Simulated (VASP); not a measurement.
**Ge2Sb2Te5: single point with PBE**

The system is Ge2Sb2Te5.

```
Ge Sb Te
1.0
     4.10200    0.00000    0.00000
    -2.05100    3.55243    0.00000
     0.00000    0.00000   18.50328
Ge Sb Te
2 2 5
Direct
  0.00000 0.00000 0.33132
  0.00000 0.00000 0.66868
  0.33333 0.66667 0.11210
  0.66667 0.33333 0.88790
  0.00000 0.00000 0.00000
  0.33333 0.66667 0.79143
  0.66667 0.33333 0.20857
  0.33333 0.66667 0.40960
  0.66667 0.33333 0.59040
```

```json
{
 "Program": "VASP 6.6.1",
 "Task": "single point",
 "Functional": "PBE",
 "Potentials or basis": "VASP PAW PBE potentials, release 64 (Ge_d, Sb, Te)",
 "Cutoff": "520 eV",
 "k mesh": "12 × 12 × 2",
 "Occupations": "gaussian, width 0.03 eV",
 "Spin": "no spin polarisation"
}
```

```json
{
 "Pressure": "3.0 GPa",
 "Largest force": "0.247 eV/Å",
 "Band gap on the k mesh": "zero (bands 34 and 35 overlap by 0.22 eV)"
}
```

Forces on the atoms (eV/Å):
```
Ge   0.000  0.000 -0.187
Ge   0.000  0.000  0.187
Sb   0.000  0.000 -0.167
Sb   0.000  0.000  0.167
Te   0.000  0.000  0.000
Te   0.000  0.000 -0.247
Te   0.000  0.000  0.247
Te   0.000  0.000  0.189
Te   0.000  0.000 -0.189
```

Stress tensor (GPa, compression positive):
```
3.72 0.00 0.00
0.00 3.72 0.00
0.00 0.00 1.55
```

Levels at points of the mesh, in eV from the Fermi level:
```csv
k point,band 30,band 31,band 32,band 33,band 34,band 35,band 36,band 37,band 38,band 39
"(0.00, 0.00, 0.00)",-1.30,-1.30,-1.07,-0.95,0.21,0.25,0.33,0.33,1.18,1.18
"(0.50, 0.00, 0.00)",-2.59,-2.33,-1.80,-1.50,-1.35,0.01,0.36,0.66,1.32,1.63
"(0.00, 0.00, 0.50)",-1.45,-1.32,-1.32,-0.64,0.09,0.33,0.34,0.34,1.14,1.14
"(0.50, 0.00, 0.50)",-2.75,-2.25,-2.25,-1.76,-0.86,0.04,0.41,0.60,1.45,1.61
```

It took 5.9 min on 1 thread of Intel(R) Xeon(R) 6975P-C (Granite Rapids), on a shared host, peak memory 0.66 GiB.

Caveat: spin-orbit coupling is left out, which moves the levels of the heavy elements; this functional lacks dispersion, which binds the layers, so the pressure and a relaxed spacing across them are unreliable.
